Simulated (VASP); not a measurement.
Wanted: the native input for a VASP 6.6.1 run.

* Task: single point
* Functional: PBE
* Potentials or basis: VASP PAW PBE potentials, release 64 (K_sv, Br)
* Cutoff: 520 eV
* k mesh: 4 × 4 × 4
* Occupations: gaussian, width 0.01 eV
* Spin: no spin polarisation
* Dipole correction: no
* Further INCAR settings: ALGO = Normal; EDIFF = 1e-07; NBANDS = 15

The structure of KBr lies in POSCAR:

```
KBr
1.0
    0.0000000000      3.3022478291      3.3022478291
    3.3022478291      0.0000000000      3.3022478291
    3.3022478291      3.3022478291      0.0000000000
K Br
1 1
Direct
    0.0000000000      0.0000000000      0.0000000000
    0.5000000000      0.5000000000      0.5000000000
```

These files were run (other wordings do the same):

INCAR

```
SYSTEM = KBr
PREC = Accurate
ENCUT = 520
EDIFF = 1E-7
ISMEAR = 0
SIGMA = 0.01
LREAL = .False.
LASPH = .True.
NELM = 100
ALGO = Normal
ISIF = 2
LWAVE = .False.
LCHARG = .False.
GGA = PE
NBANDS = 15
```

KPOINTS

```
Automatic mesh
0
Gamma
  4 4 4
  0 0 0
```

Potentials or basis: VASP PAW PBE potentials, release 64 (K_sv, Br).

Run with:

```bash
$ cat potpaw_PBE.64/K_sv/POTCAR potpaw_PBE.64/Br/POTCAR > POTCAR
$ mpirun -np 1 vasp_std > vasp.out
```

It gave:

The pressure is 0.7 GPa and the band gap on the k mesh is 4.43 eV, direct.

Run time: 6 s on 1 thread of AMD EPYC 9R45 96-Core Processor (Zen 5), on a shared host, peak memory 0.17 GiB.
